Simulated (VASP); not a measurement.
# H3Au12CCl in VASP: single point with PBE+D3(BJ)

Aim: the single point of H3Au12CCl with PBE+D3(BJ).

Everything below comes from runs of VASP 6.6.1. Logs are shortened: lines on timing, memory, paths and dates and some standing lists are left out, and cuts for length are marked.

## 1. The cell of the first run

The cell holds a slab with vacuum, 17 atoms: a = 5.803 Å, b = 5.803 Å, c = 24.361 Å, α = 90.00°, β = 90.00°, γ = 120.00°.

## 2. Single point, PBE+D3(BJ)

INCAR reads:

```
ALGO = Normal
DIPOL = 0.5 0.5 0.502
EDIFF = 1E-6
ENCUT = 520
GGA = PE
IDIPOL = 3
ISIF = 2
ISMEAR = 0
IVDW = 12
LASPH = True
LCHARG = True
LDIPOL = True
LELF = True
LREAL = Auto
LVACPOTAV = True
LVHAR = True
LWAVE = False
NBANDS = 87
NELM = 60
PREC = Accurate
SIGMA = 0.1
```

KPOINTS reads:

```
k-points
0
Gamma
  4 4 1
```

POSCAR reads:

```
H3Au12CCl
1.0
    5.8027911564      0.0000000000      0.0000000000
   -2.9013955782      5.0253645543      0.0000000000
    0.0000000000      0.0000000000     24.3607591391
Au C Cl H
12 1 1 3
Direct
    0.3333333333      0.1666666667      0.3283969910
    0.3333333333      0.6666666667      0.3283969910
    0.8333333333      0.1666666667      0.3283969910
    0.8333333333      0.6666666667      0.3283969910
    0.6676205582      0.3333262496      0.4307342550
    0.6679897862      0.8336174476      0.4310205815
    0.1678106590      0.3331062350      0.4307609214
    0.1678044639      0.8337838536      0.4308911330
    0.0022364438      0.4996229534      0.5325317489
    0.0018038558      0.0002179237      0.5335069192
    0.5021029421      0.5001382163      0.5333435993
    0.5018414870      0.0001048593      0.5335815389
   -0.0793905183      0.6573652990      0.6747200272
    0.0199295187      1.0029147000      0.6685575288
    0.0454562799      0.6177441150      0.6469467044
   -0.0510637073      0.6181792272      0.7173986518
   -0.2884724519      0.5389026036      0.6625506463
```

Potentials or basis: VASP PAW PBE potentials, release 64 (Au, C, Cl, H).

Launch:

```
cat potpaw_PBE.64/Au/POTCAR potpaw_PBE.64/C/POTCAR potpaw_PBE.64/Cl/POTCAR potpaw_PBE.64/H/POTCAR > POTCAR
mpirun -np 1 vasp_std > vasp.out
```

OUTCAR:

```text
EDIFF = 1E-6
   ENCUT = 520
   GGA = PE
   ISIF = 2
   ISMEAR = 0
   IVDW = 12
   LASPH = True
   LREAL = Auto
   NELM = 60
   PREC = Accurate
 IVDW          = 12

 ion  position               nearest neighbor table
   1  0.333  0.167  0.328-   3 2.90   3 2.90   4 2.90   2 2.90   2 2.90   4 2.90   7 3.00   8 3.01
                             5 3.01
   2  0.333  0.667  0.328-   4 2.90   4 2.90   1 2.90   1 2.90   3 2.90   3 2.90   7 3.00   8 3.00
                             6 3.01
   3  0.833  0.167  0.328-   1 2.90   1 2.90   4 2.90   4 2.90   2 2.90   2 2.90   5 3.00   7 3.01
                             6 3.01
   4  0.833  0.667  0.328-   2 2.90   2 2.90   3 2.90   3 2.90   1 2.90   1 2.90   5 3.00   6 3.01
                             8 3.01
   5  0.668  0.333  0.431-   8 2.90   7 2.90   6 2.90   6 2.90   7 2.90   8 2.90   9 3.00   3 3.00
                             4 3.00   1 3.01  11 3.01  12 3.01
   6  0.668  0.834  0.431-   7 2.90   8 2.90   5 2.90   5 2.90   8 2.90   7 2.90  11 3.00  12 3.01
                             4 3.01  10 3.01   3 3.01   2 3.01
   7  0.168  0.333  0.431-   8 2.90   6 2.90   5 2.90   5 2.90   6 2.90   8 2.91   9 2.99   1 3.00
                             2 3.00   3 3.01  10 3.01  11 3.01
   8  0.168  0.834  0.431-   7 2.90   5 2.90   6 2.90   6 2.90   5 2.90   7 2.91   9 2.99   2 3.00
                             1 3.01  10 3.01   4 3.01  12 3.01
   9  0.002  0.500  0.533-  10 2.90  11 2.90  12 2.90  12 2.90  11 2.90  10 2.91   7 2.99   8 2.99
                             5 3.00
  10  0.002  0.000  0.534-   9 2.90  11 2.90  12 2.90  12 2.90  11 2.90   9 2.91   8 3.01   6 3.01
                             7 3.01
  11  0.502  0.500  0.533-   9 2.90  10 2.90  12 2.90  12 2.90  10 2.90   9 2.90   6 3.00   5 3.01
                             7 3.01
  12  0.502  0.000  0.534-  11 2.90  10 2.90   9 2.90   9 2.90  10 2.90  11 2.90   6 3.01   8 3.01
                             5 3.01
  13  0.921  0.657  0.675-  16 1.09  17 1.09  15 1.10  14 1.79
  14  0.020  0.003  0.669-  13 1.79
  15  0.045  0.618  0.647-  13 1.10
  16  0.949  0.618  0.717-  13 1.09
  17  0.712  0.539  0.663-  13 1.09

  LATTYP: Found a hexagonal cell.
 ALAT       =     5.8027911564
 C/A-ratio  =     4.1981106131

  Lattice vectors:

 A1 = (   5.8027911564,   0.0000000000,   0.0000000000)
 A2 = (  -2.9013955782,   5.0253645543,   0.0000000000)
 A3 = (   0.0000000000,   0.0000000000,  24.3607591391)

Analysis of symmetry for initial positions (statically):
=====================================================================
 Subroutine PRICEL returns:
 Original cell was already a primitive cell.

 Routine SETGRP: Setting up the symmetry group for a
 hexagonal supercell.

 Subroutine GETGRP returns: Found  1 space group operations
 (whereof  1 operations were pure point group operations)
 out of a pool of 24 trial point group operations.

The static configuration has the point symmetry C_1 .

Analysis of symmetry for dynamics (positions and initial velocities):
=====================================================================
 Subroutine PRICEL returns:
 Original cell was already a primitive cell.

 Routine SETGRP: Setting up the symmetry group for a
 hexagonal supercell.

 Subroutine GETGRP returns: Found  1 space group operations
 (whereof  1 operations were pure point group operations)
 out of a pool of 24 trial point group operations.

The dynamic configuration has the point symmetry C_1 .

 Subroutine INISYM returns: Found  1 space group operations
 (whereof  1 operations are pure point group operations),
 and found     1 'primitive' translations

----------------------------------------------------------------------------------------

                                     Primitive cell

  volume of cell :     710.3875

  direct lattice vectors                    reciprocal lattice vectors
     5.802791156  0.000000000  0.000000000     0.172330862  0.099495269  0.000000000
    -2.901395578  5.025364554  0.000000000     0.000000000  0.198990539  0.000000000
     0.000000000  0.000000000 24.360759139     0.000000000  0.000000000  0.041049624

  length of vectors
     5.802791156  5.802791156 24.360759139     0.198990539  0.198990539  0.041049624

  position of ions in fractional coordinates (direct lattice)
     0.333333333  0.166666667  0.328396991
     0.333333333  0.666666667  0.328396991
     0.833333333  0.166666667  0.328396991
     0.833333333  0.666666667  0.328396991
     0.667620558  0.333326250  0.430734255
     0.667989786  0.833617448  0.431020582
[... 9 lines left out ...]
     0.948936293  0.618179227  0.717398652
     0.711527548  0.538902604  0.662550646

  ion indices of the primitive-cell ions
   primitive index   ion index
                 1           1
                 2           2
                 3           3
                 4           4
                 5           5
                 6           6
[... 9 lines left out ...]
                16          16
                17          17

----------------------------------------------------------------------------------------

 KPOINTS: k-points

Automatic generation of k-mesh.
 Grid dimensions read from file:
 generate k-points for:    4    4    1

 Generating k-lattice:

  Cartesian coordinates                     Fractional coordinates (reciprocal lattice)
     0.043082715  0.024873817  0.000000000     0.250000000  0.000000000  0.000000000
     0.000000000  0.049747635  0.000000000     0.000000000  0.250000000  0.000000000
     0.000000000  0.000000000  0.041049624     0.000000000  0.000000000  1.000000000

  Length of vectors
     0.049747635  0.049747635  0.041049624

  Shift w.r.t. Gamma in fractional coordinates (k-lattice)
     0.000000000  0.000000000  0.000000000

 Subroutine IBZKPT returns following result:
 ===========================================

 Found     10 irreducible k-points:

 Following reciprocal coordinates:
            Coordinates               Weight
  0.000000  0.000000  0.000000      1.000000
  0.250000  0.000000  0.000000      2.000000
  0.000000  0.250000  0.000000      2.000000
 -0.250000  0.250000  0.000000      2.000000
  0.500000  0.000000  0.000000      1.000000
  0.000000  0.500000  0.000000      1.000000
  0.500000  0.500000  0.000000      1.000000
  0.250000  0.250000  0.000000      2.000000
 -0.250000  0.500000  0.000000      2.000000
  0.500000  0.250000  0.000000      2.000000
   k-points           NKPTS =     10   k-points in BZ     NKDIM =     10   number of bands    NBANDS=     87
   number of dos      NEDOS =    301   number of ions     NIONS =     17
   total plane-waves  NPLWV = 442368
   dimension x,y,z NGX =    48 NGY =   48 NGZ =  192
   dimension x,y,z NGXF=    96 NGYF=   96 NGZF=  384
   ions per type =              12   1   1   3
   NGX,Y,Z   is equivalent  to a cutoff of  13.75, 13.75, 13.10 a.u.
   NGXF,Y,Z  is equivalent  to a cutoff of  27.50, 27.50, 26.21 a.u.
 SYSTEM =  unknown system
   PREC   = accura    normal or accurate (medium, high low for compatibility)
   ISTART =      0    job   : 0-new  1-cont  2-samecut
   ICHARG =      2    charge: 1-file 2-atom 10-const
   ISPIN  =      1    spin polarized calculation?
   LNONCOLLINEAR =      F non collinear calculations
   LSORBIT =      F    spin-orbit coupling
   LASPH  =      T    aspherical Exc in radial PAW
   ENCUT  =  520.0 eV  38.22 Ry    6.18 a.u.  10.79 10.79 45.29*2*pi/ulx,y,z
   NELM   =     60;   NELMIN=  2; NELMDL= -5     # of ELM steps
   EDIFF  = 0.1E-05   stopping-criterion for ELM
   LREAL  =      T    real-space projection
   EDIFFG = 0.1E-04   stopping-criterion for IOM
   NSW    =      0    number of steps for IOM
   IBRION =     -1    ionic relax: 0-MD 1-quasi-New 2-CG
   NFREE  =      0    steps in history (QN), initial steepest desc. (CG)
   ISIF   =      2    stress and relaxation
   ISYM   =      2    0-nonsym 1-usesym 2-fastsym
   POTIM  = 0.5000    time-step for ionic-motion
   TEBEG  =    0.0;   TEEND  =   0.0 temperature during run
   PSTRESS=    0.0 pullay stress
   NELECT =     146.0000    total number of electrons
   NUPDOWN=      -1.0000    fix difference up-down
   EMIN   =  10.00;   EMAX   =-10.00  energy-range for DOS
   EFERMI =   0.00;   METHOD = LEGACY
   ISMEAR =     0;   SIGMA  =   0.10  broadening in eV -4-tet -1-fermi 0-gaus
   EFERMI_NEDOS =   21; number of points for ismear=-14 and -15
   IALGO  =     38    algorithm
   IMIX   =      4    mixing-type and parameters
     AMIX     =   0.40;   BMIX     =  1.00
     AMIX_MAG =   1.60;   BMIX_MAG =  1.00
  volume/ion in A,a.u.               =      41.79       282.00
  Fermi-wavevector in a.u.,A,eV,Ry     =   0.966112  1.825686 12.699294  0.933372
  Thomas-Fermi vector in A             =   2.095886
   LORBIT       =      0    0 simple, 1 ext, 2 COOP (PROOUT), +10 PAW based schemes
   GGA     = PE    functional components
   LHFCALC =     F    Hartree Fock is set to
   AEXX    =    0.0000 exact exchange contribution
   IVDW    =    12    specifies the selected vdW correction
   LEPSILON=     F    determine dielectric tensor
   LRPA    =     F    only Hartree local field effects (RPA)
 non-spin polarized calculation
 Gauss-broadening in eV      SIGMA  =   0.10
  energy-cutoff  :      520.00
  volume of cell :      710.39
 maximum number of plane-waves:     19147
 NGX is ok and might be reduce to    48
   NGX = 21   NGY = 21   NGZ = 91

 dipolmoment           0.000000      0.000000      0.000399 electrons x Angstroem

 number of electron     146.0000011 magnetization

 dipolmoment           0.000000      0.000000     -0.110890 electrons x Angstroem

 Free energy of the ion-electron system (eV)
  ---------------------------------------------------
  ext. energy  EPLUGINS =         0.00000000
  ---------------------------------------------------
  free energy    TOTEN  =       -58.71082785 eV

  energy without entropy =      -58.66890405  energy(sigma->0) =      -58.68986595

 E-fermi :  -0.3654     XC(G=0):  -5.1419

 val. band max:       -0.4966075751   @ k =   0.0000   0.5000   0.0000
 cond. band min:      -0.3031617818   @ k =   0.0000   0.5000   0.0000
 fundamental gap:      0.1934457932
 Fermi energy:        -0.3654020519

 k-point     1 :       0.0000    0.0000    0.0000
  band No.  band energies     occupation
      1     -17.0913      2.00000
      2     -12.3849      2.00000
      3      -9.0591      2.00000
      4      -7.6857      2.00000
      5      -7.2757      2.00000
      6      -6.8804      2.00000
[... 77 lines left out ...]
     84       3.4498      0.00000
     85       3.6507      0.00000

 k-point     2 :       0.2500    0.0000    0.0000
  band No.  band energies     occupation
      1     -17.0880      2.00000
      2     -12.3948      2.00000
      3      -8.5923      2.00000
      4      -7.2370      2.00000
      5      -6.8749      2.00000
      6      -6.8590      2.00000
[... 693 lines left out ...]
     84       4.3462      0.00000
     85       4.7336      0.00000

 k-point    10 :       0.5000    0.2500    0.0000
  band No.  band energies     occupation
      1     -17.0815      2.00000
      2     -12.4285      2.00000
      3      -7.7563      2.00000
      4      -6.7719      2.00000
      5      -6.6905      2.00000
      6      -6.6717      2.00000
[... 77 lines left out ...]
     84       4.4155      0.00000
     85       4.5832      0.00000
 [bands above 85 left out]

------------------------ aborting loop because EDIFF is reached ----------------------------------------

 Edisp (eV)   -5.65741

 E8    (eV) :    -2.5850

  FORCE on cell =-STRESS in cart. coord.  units (eV):
  Direction    XX          YY          ZZ          XY          YZ          ZX
  --------------------------------------------------------------------------------------
  -------------------------------------------------------------------------------------
  Total     -17.31816   -17.48807    -0.37566    -0.00920     0.00802    -0.05192
  in kB     -39.05863   -39.44185    -0.84726    -0.02075     0.01809    -0.11710
  external pressure =      -26.45 kB  Pullay stress =        0.00 kB

 VOLUME and BASIS-vectors are now :
 -----------------------------------------------------------------------------
  energy-cutoff  :      520.00
  volume of cell :      710.39
      direct lattice vectors                 reciprocal lattice vectors
     5.802791156  0.000000000  0.000000000     0.172330862  0.099495269  0.000000000
    -2.901395578  5.025364554  0.000000000     0.000000000  0.198990539  0.000000000
     0.000000000  0.000000000 24.360759139     0.000000000  0.000000000  0.041049624

 POSITION                                       TOTAL-FORCE (eV/Angst)
 -----------------------------------------------------------------------------------
      1.45070      0.83756      8.00000         0.008563      0.001072     -0.001289
     -0.00000      3.35024      8.00000         0.003448      0.004181      0.019416
      4.35209      0.83756      8.00000        -0.005398     -0.001344     -0.000580
      2.90140      3.35024      8.00000        -0.000543     -0.003883      0.003366
      2.90695      1.67509     10.49301         0.000018     -0.000039      0.000444
      1.45755      4.18923     10.49999        -0.001063     -0.000218      0.001814
[... 9 lines left out ...]
      3.71290      3.10658     17.47638        -0.004989      0.001979     -0.016058
      2.56528      2.70818     16.14024         0.009979      0.007790      0.001789
 -----------------------------------------------------------------------------------
    total drift:                               -0.000329      0.003058      0.007289

  FREE ENERGIE OF THE ION-ELECTRON SYSTEM (eV)
  ---------------------------------------------------
  free  energy   TOTEN  =       -64.3682364379 eV

  energy  without entropy=      -64.3263126427  energy(sigma->0) =      -64.34727454

 vacuum level on the upper side and lower side of the slab         4.221         4.909
```

Run time: 23 min. Hardware: 1 thread of AMD EPYC 9R45 (Zen 5), shared host; peak memory 1.1 GiB.

What came out:

```yaml
Free_energy: -64.3682 eV
Largest_force: 0.091 eV/Å
Band_gap_on_the_k_mesh: zero (bands 73 and 74 overlap by 0.70 eV)
Dispersion_energy_per_atom: -0.333 eV
```

Forces on the atoms (eV/Å):
```
Au   0.009  0.001 -0.001
Au   0.003  0.004  0.019
Au  -0.005 -0.001 -0.001
Au  -0.001 -0.004  0.003
Au   0.000  0.000  0.000
Au  -0.001  0.000  0.002
Au  -0.001  0.000  0.001
Au  -0.001  0.000  0.002
Au  -0.001  0.001 -0.009
Au   0.001  0.000 -0.005
Au   0.000  0.000 -0.004
Au   0.000  0.000 -0.004
C   -0.018  0.082 -0.003
Cl   0.019 -0.089  0.007
H   -0.009 -0.002  0.007
H   -0.005  0.002 -0.016
H    0.010  0.008  0.002
```

Levels at points of the mesh, in eV from the Fermi level:
```csv
k point,band 71,band 72,band 73,band 74,band 75,band 76
"(0.00, 0.00, 0.00)",0.28,0.28,0.29,0.34,1.20,1.20
"(0.50, 0.00, 0.00)",-1.85,-0.23,-0.15,0.06,0.06,1.02
"(0.00, 0.50, 0.00)",-1.86,-0.23,-0.13,0.06,0.06,1.02
"(0.50, 0.50, 0.00)",-1.86,-0.22,-0.14,0.06,0.06,1.03
```

Caveat: spin-orbit coupling is left out, which moves the levels of the heavy elements.

The gap in the log of VASP goes by the Fermi energy; the results here count the filled bands.